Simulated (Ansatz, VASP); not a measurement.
One calculation of Na4Ti2Si3O12, two programs

```
Na Ti Si O
1.0
     4.49985    2.59799    7.28697
    -4.49985    2.59799    7.28697
     0.00000   -5.19598    7.28697
Na Ti Si O
8 4 6 24
Cartesian
  1.1489 2.5980 12.7522
  1.6755 -2.2940 12.7522
  -2.8244 -0.3040 12.7522
  -1.6755 2.2940 9.1087
  2.8244 0.3040 9.1087
  -1.1489 -2.5980 9.1087
  0.0000 0.0000 10.9305
  0.0000 0.0000 0.0000
  0.0000 0.0000 7.7276
  0.0000 0.0000 18.6580
  0.0000 0.0000 14.1334
  0.0000 0.0000 3.2029
  -1.8992 2.5980 12.7522
  3.1995 0.3457 12.7522
  -1.3003 -2.9437 12.7522
  -3.1995 -0.3457 9.1087
  1.3003 2.9437 9.1087
  1.8992 -2.5980 9.1087
  1.6346 0.2264 6.7795
  -0.6212 -1.5288 6.7795
  -1.0134 1.3024 6.7795
  -3.4864 -1.2956 10.4230
  0.6212 3.6671 10.4230
  2.8652 -2.3715 10.4230
  -1.6346 -0.2264 15.0814
  0.6212 1.5288 15.0814
  1.0134 -1.3024 15.0814
  3.4864 1.2956 11.4379
  -0.6212 -3.6671 11.4379
  -2.8652 2.3715 11.4379
  0.9677 -1.2578 9.0319
  -1.5731 -0.2091 9.0319
  0.6054 1.4669 9.0319
  3.8944 -1.1311 12.6754
  -2.9267 -2.8071 12.6754
  -0.9677 3.9382 12.6754
  -0.9677 1.2578 12.8290
  1.5731 0.2091 12.8290
  -0.6054 -1.4669 12.8290
  -3.8944 1.1311 9.1855
  2.9267 2.8071 9.1855
  0.9677 -3.9382 9.1855
```

Alike in both runs: task electric field gradients; functional PBE; k mesh 3 × 3 × 3; occupations fermi-dirac, width 0.02 eV; no spin polarisation.

|  | VASP | Ansatz |
| --- | --- | --- |
| version | VASP 6.6.1 | Ansatz 0.2.0 |
| potentials or method | VASP PAW PBE potentials, release 64 (Na_pv, Ti_sv, Si, O) | plane-wave PAW, scalar-relativistic |
| plane-wave cutoff (eV) | 520 | 420 |
| valence electrons in the cell | 272 | 288 |

|  | VASP | Ansatz | Ansatz less VASP |
| --- | --- | --- | --- |
| gap on the k mesh at the Fermi level (eV) | 2.89 | 2.91 | +0.024 |
| pressure (GPa) | 0.3 | 0.1 | -0.26 |
| traceless stress, the component that is largest in VASP (GPa) | -0.17 | -0.09 | +0.074 |
| rms of the force components (eV/Å) | 0.071 | 0.065 | -0.0065 |
| size of Vzz on the site where it differs most (V/Å²) | 53.8 | 56.6 | +2.78 |

Atom by atom the forces differ by 0.018 eV/Å (rms over components). VASP's potentials hold 272 valence electrons a cell and Ansatz's 288, so a difference there can come from the potentials and not from the codes.
